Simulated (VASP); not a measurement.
# Si (Ibca) in VASP: notebook

Si is run at these levels: PBEsol; tasks: single point.

Everything below comes from runs of VASP 6.6.1. Logs are shortened: lines on timing, memory, paths and dates and some standing lists are left out, and cuts for length are marked.

## (1) The cell of the first run

It takes space group Ibca (No. 73, orthorhombic). Conventional cell: a = 6.630 Å, b = 6.630 Å, c = 6.958 Å, α = 90.00°, β = 90.00°, γ = 90.00°. Within 3.1 Å of Si (site symmetry 1) lie 4 Si at 2.38 to 2.46 Å.

## (2) Single point, PBEsol (19.12 Å³/atom)

Contents of INCAR:

```
  PREC = Accurate
  ENCUT = 520
  EDIFF = 1E-6
  ISMEAR = 0
  SIGMA = 0.15
  LREAL = F
  LASPH = T
  NELM = 100
  ALGO = Normal
  ISIF = 2
  LWAVE = F
  LCHARG = F
  GGA = PS
  NBANDS = 26
```

Contents of KPOINTS:

```
regular mesh
0
Gamma
  10 10 10
```

Contents of POSCAR:

```
Si
1.0
   -3.3150321607      3.3150321607      3.4787947494
    3.3150321607     -3.3150321607      3.4787947494
    3.3150321607      3.3150321607     -3.4787947494
Si
8
Direct
    0.2047947401      0.2047947401      0.2047947401
    0.5000000000      0.0000000000      0.2952052599
    0.2952052599      0.5000000000      0.0000000000
    0.0000000000      0.2952052599      0.5000000000
    0.7952052599      0.7952052599      0.7952052599
    0.5000000000      0.0000000000      0.7047947401
    0.7047947401      0.5000000000      0.0000000000
    0.0000000000      0.7047947401      0.5000000000
```

Potentials or basis: VASP PAW PBE potentials, release 64 (Si).

Launch:

```sh
cat potpaw_PBE.64/Si/POTCAR > POTCAR
mpirun -np 1 vasp_std > vasp.out
```

OUTCAR:

```text
PREC = Accurate
   ENCUT = 520
   EDIFF = 1E-6
   ISMEAR = 0
   LREAL = F
   LASPH = T
   NELM = 100
   ISIF = 2
   GGA = PS

 ion  position               nearest neighbor table
   1  0.205  0.205  0.205-   2 2.38   5 2.39   4 2.42   3 2.46
   2  0.500  0.000  0.295-   1 2.38   6 2.39   3 2.42   4 2.46
   3  0.295  0.500  0.000-   4 2.38   7 2.39   2 2.42   1 2.46
   4  0.000  0.295  0.500-   3 2.38   8 2.39   1 2.42   2 2.46
   5  0.795  0.795  0.795-   6 2.38   1 2.39   8 2.42   7 2.46
   6  0.500  0.000  0.705-   5 2.38   2 2.39   7 2.42   8 2.46
   7  0.705  0.500  0.000-   8 2.38   3 2.39   6 2.42   5 2.46
   8  0.000  0.705  0.500-   7 2.38   4 2.39   5 2.42   6 2.46

  LATTYP: Found a body centered tetragonal cell.
 ALAT       =     6.6300643214
 C/A-ratio  =     1.0494000000

  Lattice vectors:

 A1 = (  -3.3150321607,   3.3150321607,   3.4787947494)
 A2 = (   3.3150321607,  -3.3150321607,   3.4787947494)
 A3 = (   3.3150321607,   3.3150321607,  -3.4787947494)

Analysis of symmetry for initial positions (statically):
=====================================================================
 Subroutine PRICEL returns:
 Original cell was already a primitive cell.

 Routine SETGRP: Setting up the symmetry group for a
 body centered tetragonal supercell.

 Subroutine GETGRP returns: Found  8 space group operations
 (whereof  2 operations were pure point group operations)
 out of a pool of 16 trial point group operations.

The static configuration has the point symmetry S_2 .
 The point group associated with its full space group is D_2h.

Analysis of symmetry for dynamics (positions and initial velocities):
=====================================================================
 Subroutine PRICEL returns:
 Original cell was already a primitive cell.

 Routine SETGRP: Setting up the symmetry group for a
 body centered tetragonal supercell.

 Subroutine GETGRP returns: Found  8 space group operations
 (whereof  2 operations were pure point group operations)
 out of a pool of 16 trial point group operations.

The dynamic configuration has the point symmetry S_2 .
 The point group associated with its full space group is D_2h.

 Subroutine INISYM returns: Found  8 space group operations
 (whereof  2 operations are pure point group operations),
 and found     1 'primitive' translations

----------------------------------------------------------------------------------------

                                     Primitive cell

  volume of cell :     152.9200

  direct lattice vectors                    reciprocal lattice vectors
    -3.315032161  3.315032161  3.478794749     0.000000000  0.150828099  0.143727939
     3.315032161 -3.315032161  3.478794749     0.150828099  0.000000000  0.143727939
     3.315032161  3.315032161 -3.478794749     0.150828099  0.150828099  0.000000000

  length of vectors
     5.837883980  5.837883980  5.837883980     0.208343073  0.208343073  0.213303144

  position of ions in fractional coordinates (direct lattice)
     0.204794740  0.204794740  0.204794740
     0.500000000  0.000000000  0.295205260
     0.295205260  0.500000000  0.000000000
     0.000000000  0.295205260  0.500000000
     0.795205260  0.795205260  0.795205260
     0.500000000  0.000000000  0.704794740
     0.704794740  0.500000000  0.000000000
     0.000000000  0.704794740  0.500000000

  ion indices of the primitive-cell ions
   primitive index   ion index
                 1           1
                 2           2
                 3           3
                 4           4
                 5           5
                 6           6
                 7           7
                 8           8

----------------------------------------------------------------------------------------

 KPOINTS: regular mesh

Automatic generation of k-mesh.
 Grid dimensions read from file:
 generate k-points for:   10   10   10

 Generating k-lattice:

  Cartesian coordinates                     Fractional coordinates (reciprocal lattice)
     0.000000000  0.015082810  0.014372794     0.100000000  0.000000000  0.000000000
     0.015082810  0.000000000  0.014372794     0.000000000  0.100000000  0.000000000
     0.015082810  0.015082810  0.000000000     0.000000000  0.000000000  0.100000000

  Length of vectors
     0.020834307  0.020834307  0.021330314

  Shift w.r.t. Gamma in fractional coordinates (k-lattice)
     0.000000000  0.000000000  0.000000000

 Subroutine IBZKPT returns following result:
 ===========================================

 Found    171 irreducible k-points:

 Following reciprocal coordinates:
            Coordinates               Weight
  0.000000  0.000000  0.000000      1.000000
  0.100000  0.000000 -0.000000      4.000000
  0.000000  0.100000 -0.000000      4.000000
  0.200000  0.000000 -0.000000      4.000000
  0.000000  0.200000 -0.000000      4.000000
  0.300000  0.000000  0.000000      4.000000
[... 16 lines left out ...]
 -0.300000  0.100000 -0.000000      8.000000
  0.000000 -0.200000 -0.100000      8.000000
 [... further k-points ...]
   k-points           NKPTS =    171   k-points in BZ     NKDIM =    171   number of bands    NBANDS=     26
   number of dos      NEDOS =    301   number of ions     NIONS =      8
   total plane-waves  NPLWV = 110592
   dimension x,y,z NGX =    48 NGY =   48 NGZ =   48
   dimension x,y,z NGXF=    96 NGYF=   96 NGZF=   96
   ions per type =               8
   NGX,Y,Z   is equivalent  to a cutoff of  13.67, 13.67, 13.67 a.u.
   NGXF,Y,Z  is equivalent  to a cutoff of  27.34, 27.34, 27.34 a.u.
 SYSTEM =  unknown system
   PREC   = accura    normal or accurate (medium, high low for compatibility)
   ISTART =      0    job   : 0-new  1-cont  2-samecut
   ICHARG =      2    charge: 1-file 2-atom 10-const
   ISPIN  =      1    spin polarized calculation?
   LNONCOLLINEAR =      F non collinear calculations
   LSORBIT =      F    spin-orbit coupling
   LASPH  =      T    aspherical Exc in radial PAW
   ENCUT  =  520.0 eV  38.22 Ry    6.18 a.u.  10.85 10.85 10.85*2*pi/ulx,y,z
   NELM   =    100;   NELMIN=  2; NELMDL= -5     # of ELM steps
   EDIFF  = 0.1E-05   stopping-criterion for ELM
   LREAL  =      F    real-space projection
[... 7 lines left out ...]
   TEBEG  =    0.0;   TEEND  =   0.0 temperature during run
   PSTRESS=    0.0 pullay stress
   NELECT =      32.0000    total number of electrons
   NUPDOWN=      -1.0000    fix difference up-down
   EMIN   =  10.00;   EMAX   =-10.00  energy-range for DOS
   EFERMI =   0.00;   METHOD = LEGACY
   ISMEAR =     0;   SIGMA  =   0.15  broadening in eV -4-tet -1-fermi 0-gaus
   EFERMI_NEDOS =   21; number of points for ismear=-14 and -15
   IALGO  =     38    algorithm
   IMIX   =      4    mixing-type and parameters
     AMIX     =   0.40;   BMIX     =  1.00
     AMIX_MAG =   1.60;   BMIX_MAG =  1.00
  volume/ion in A,a.u.               =      19.12       128.99
  Fermi-wavevector in a.u.,A,eV,Ry     =   0.971934  1.836689 12.852818  0.944655
  Thomas-Fermi vector in A             =   2.102191
   LORBIT       =      0    0 simple, 1 ext, 2 COOP (PROOUT), +10 PAW based schemes
   GGA     = PS    functional components
   LHFCALC =     F    Hartree Fock is set to
   AEXX    =    0.0000 exact exchange contribution
   IVDW    =     0    specifies the selected vdW correction
   LEPSILON=     F    determine dielectric tensor
   LRPA    =     F    only Hartree local field effects (RPA)
 non-spin polarized calculation
 Gauss-broadening in eV      SIGMA  =   0.15
  energy-cutoff  :      520.00
  volume of cell :      152.92
 maximum number of plane-waves:      4143
 NGX is ok and might be reduce to    48
   NGX = 21   NGY = 21   NGZ = 21

 number of electron      32.0000000 magnetization

 Free energy of the ion-electron system (eV)
  ---------------------------------------------------
  ext. energy  EPLUGINS =         0.00000000
  ---------------------------------------------------
  free energy    TOTEN  =       -44.76389273 eV

  energy without entropy =      -44.75198321  energy(sigma->0) =      -44.75793797

 E-fermi :   6.5452     XC(G=0):  -9.9053

 val. band max:        6.5448002284   @ k =  -0.1000   0.5000   0.5000
 cond. band min:       6.5540534178   @ k =  -0.4000  -0.4000   0.2000
 fundamental gap:      0.0092531894
 Fermi energy:         6.5452474162

 k-point     1 :       0.0000    0.0000    0.0000
  band No.  band energies     occupation
      1      -5.7928      2.00000
      2      -1.6723      2.00000
      3      -1.4022      2.00000
      4      -1.2961      2.00000
      5      -0.9862      2.00000
      6       0.1542      2.00000
[... 18 lines left out ...]
     25      11.8999      0.00000
     26      12.1302      0.00000

 k-point     2 :       0.1000    0.0000   -0.0000
  band No.  band energies     occupation
      1      -5.7345      2.00000
      2      -1.8990      2.00000
      3      -1.5739      2.00000
      4      -1.1814      2.00000
      5      -1.1765      2.00000
      6       0.0858      2.00000
[... 18 lines left out ...]
     25      11.6820      0.00000
     26      12.1171      0.00000

 k-point     3 :       0.0000    0.1000   -0.0000
  band No.  band energies     occupation
      1      -5.7346      2.00000
      2      -1.8712      2.00000
      3      -1.5356      2.00000
      4      -1.4213      2.00000
      5      -0.9991      2.00000
      6       0.1723      2.00000
[... 18 lines left out ...]
     25      11.7997      0.00000
     26      11.8649      0.00000

 k-point     4 :       0.2000    0.0000   -0.0000
  band No.  band energies     occupation
      1      -5.5602      2.00000
      2      -2.4258      2.00000
      3      -1.8851      2.00000
      4      -1.5101      2.00000
      5      -0.9619      2.00000
      6      -0.0956      2.00000
[... 18 lines left out ...]
     25      11.5473      0.00000
     26      11.7153      0.00000
[... 496 lines left out ...]
      1      -5.0302      2.00000
      2      -3.4281      2.00000
      3      -2.3593      2.00000
      4      -1.9764      2.00000
      5      -0.6933      2.00000
      6      -0.3173      2.00000
[... 18 lines left out ...]
     25      10.7694      0.00000
     26      11.4824      0.00000

 k-point    23 :      -0.3000    0.1000   -0.0000
  band No.  band energies     occupation
      1      -5.3768      2.00000
      2      -2.7703      2.00000
      3      -2.0968      2.00000
      4      -1.9137      2.00000
      5      -0.7598      2.00000
      6       0.0048      2.00000
[... 18 lines left out ...]
     25      11.0910      0.00000
     26      11.5701      0.00000

 k-point    24 :       0.0000   -0.2000   -0.1000
  band No.  band energies     occupation
      1      -5.3773      2.00000
      2      -2.7498      2.00000
      3      -2.1722      2.00000
      4      -1.8294      2.00000
      5      -0.8279      2.00000
      6      -0.1044      2.00000
[... 18 lines left out ...]
     25      11.3167      0.00000
     26      11.5482      0.00000

 [... further k-points ...]
[... 5 lines left out ...]
  --------------------------------------------------------------------------------------
  -------------------------------------------------------------------------------------
  Total       -3.0541264     -2.9544519     -9.2447878     -0.0000000      0.0000000      0.0000000
  in kB      -31.9987716    -30.9544586    -96.8597273     -0.0000000      0.0000000      0.0000000
  external PRESSURE =     -53.2709858 kB  Pullay stress =       0.0000000 kB

 VOLUME and BASIS-vectors are now :
 -----------------------------------------------------------------------------
  energy-cutoff  :      520.00
  volume of cell :      152.92
      direct lattice vectors                 reciprocal lattice vectors
    -3.315032161  3.315032161  3.478794749     0.000000000  0.150828099  0.143727939
     3.315032161 -3.315032161  3.478794749     0.150828099  0.000000000  0.143727939
     3.315032161  3.315032161 -3.478794749     0.150828099  0.150828099  0.000000000

 POSITION                                       TOTAL-FORCE (eV/Angst)
 -----------------------------------------------------------------------------------
      0.67890      0.67890      0.71244        -0.054932     -0.323226     -0.037742
     -0.67890      2.63613      0.71244         0.054932      0.323226     -0.037742
      0.67890     -0.67890      2.76636        -0.054932      0.323226      0.037742
      2.63613      0.67890     -0.71244         0.054932     -0.323226      0.037742
      2.63613      2.63613      2.76636         0.054932      0.323226      0.037742
      0.67890      3.99393     -0.71244        -0.054932     -0.323226      0.037742
     -0.67890      0.67890      4.19123         0.054932     -0.323226     -0.037742
      3.99393     -0.67890      0.71244        -0.054932      0.323226     -0.037742
 -----------------------------------------------------------------------------------
    total drift:                               -0.000000      0.000000      0.000000

  FREE ENERGIE OF THE ION-ELECTRON SYSTEM (eV)
  ---------------------------------------------------
  free  energy   TOTEN  =       -44.7638927311 eV

  energy  without entropy=      -44.7519832056  energy(sigma->0) =      -44.75793797
```

Run time: 20 min. Hardware: 1 thread of Intel Xeon 8259CL, shared host; peak memory 0.62 GiB.

Results:

```
Free energy            : -44.7639 eV
Pressure               : -5.3 GPa
Largest force          : 0.330 eV/Å
Band gap on the k mesh : zero (bands 16 and 17 overlap by 0.20 eV)
```

Forces in eV/Å, atoms in the order of the input:
```
Si  -0.055 -0.323 -0.038
Si   0.055  0.323 -0.038
Si  -0.055  0.323  0.038
Si   0.055 -0.323  0.038
Si   0.055  0.323  0.038
Si  -0.055 -0.323  0.038
Si   0.055 -0.323 -0.038
Si  -0.055  0.323 -0.038
```

Levels at points of the mesh, in eV from the Fermi level:
```
           k point  band 12  band 13  band 14  band 15  band 16  band 17  band 18  band 19  band 20  band 21
(0.00, 0.00, 0.00)    -3.92    -3.80    -1.72    -1.26    -0.57     1.05     1.97     2.05     3.37     3.68
(0.50, 0.00, 0.00)    -2.61    -1.94    -1.94    -1.04    -1.04     0.18     0.18     1.97     1.97     2.34
(0.00, 0.50, 0.00)    -2.50    -2.03    -2.03    -1.30    -1.30     0.57     0.57     1.88     1.88     2.19
(0.50, 0.50, 0.00)    -2.53    -1.97    -1.97    -1.37    -1.37     0.42     0.42     1.79     1.79     1.96
(0.50, 0.50, 0.50)    -2.48    -2.48    -0.67     0.01     0.20     0.46     2.38     2.46     2.53     2.64
```

Caveat: the stress differs along the axes, from -10 to -3 GPa; semilocal functionals underestimate gaps, and a narrow one can read as zero; the PAW data sets were made with another functional, which shifts forces and pressure a little.

[end of part 1 of 3]
